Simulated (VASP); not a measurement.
A run of VASP 6.6.1:

File INCAR:

```
SYSTEM = Si4Se
PREC = Accurate ; ENCUT = 520
EDIFF = 1E-6 ; ISMEAR = 0
SIGMA = 0.1 ; LREAL = .FALSE.
LASPH = .TRUE. ; NELM = 80
ALGO = Normal ; ISIF = 2
LWAVE = .FALSE. ; LCHARG = .FALSE.
GGA = PE ; NBANDS = 19
```

File KPOINTS:

```
Automatic mesh
0
G
  12 12 6
  0 0 0
```

Contents of POSCAR:

```
Si4Se
1.0
    3.6012418360      0.0000000000      0.0000000000
   -1.8006209180      3.1187669152      0.0000000000
    0.0000000000      0.0000000000      7.7904245550
Si Se
4 1
Direct
    0.3333333333      0.6666666667      0.7734158452
    0.3333333333      0.6666666667      0.4012591556
    0.6666666667      0.3333333333      0.2265841548
    0.6666666667      0.3333333333      0.5987408444
    0.0000000000      0.0000000000      0.0000000000
```

Potentials or basis: VASP PAW PBE potentials, release 64 (Si, Se).

Run with:

```bash
$ cat potpaw_PBE.64/Si/POTCAR potpaw_PBE.64/Se/POTCAR > POTCAR
$ mpirun -np 1 vasp_std > vasp.out
```

Hardware: 1 thread of AMD EPYC 7R13, on a shared host.

**Question.** Estimate the wall time of this run.

**Answer.** Wall time 5.6 min on 1 thread of AMD EPYC 7R13 (shared host), peak memory 0.27 GiB. Counts: scf iterations 13, k points 100.
